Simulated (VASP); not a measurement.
Wanted: the native input for a VASP 6.6.1 run.

- Task: single point
- Functional: PBE
- Potentials or basis: VASP PAW PBE potentials, release 64 (Ta_pv)
- Cutoff: 520 eV
- k mesh: 20 × 20 × 20
- Occupations: gaussian, width 0.15 eV
- Spin: no spin polarisation
- Dipole correction: no
- Further INCAR settings: ALGO = Normal; EDIFF = 1e-06; NBANDS = 12

The structure of Ta lies in POSCAR:

```
Ta
1.0
   -1.5509464876      1.5509464876      1.7479166916
    1.5509464876     -1.5509464876      1.7479166916
    1.5509464876      1.5509464876     -1.7479166916
Ta
1
Direct
    0.0000000000      0.0000000000      0.0000000000
```

This cell differs from its parent crystal: volume 16.818 Å^3 an atom, c/a of the conventional cell 1.1270.

One way to write it, as run:

INCAR

```
PREC = Accurate
ENCUT = 520
EDIFF = 1E-6
ISMEAR = 0
SIGMA = 0.15
LREAL = F
LASPH = T
NELM = 100
ALGO = Normal
ISIF = 2
LWAVE = F
LCHARG = F
GGA = PE
NBANDS = 12
```

KPOINTS

```
Automatic mesh
0
Gamma
  20 20 20
```

Potentials or basis: VASP PAW PBE potentials, release 64 (Ta_pv).

Command:

```console
$ cat potpaw_PBE.64/Ta_pv/POTCAR > POTCAR
$ mpirun -np 1 vasp_std > vasp.out
```

Results of the run:

```json
{
 "Pressure": "20.7 GPa"
}
```

Wall time 35 s on 1 thread of Intel(R) Xeon(R) 6975P-C (Granite Rapids) (shared host), peak memory 0.24 GiB.
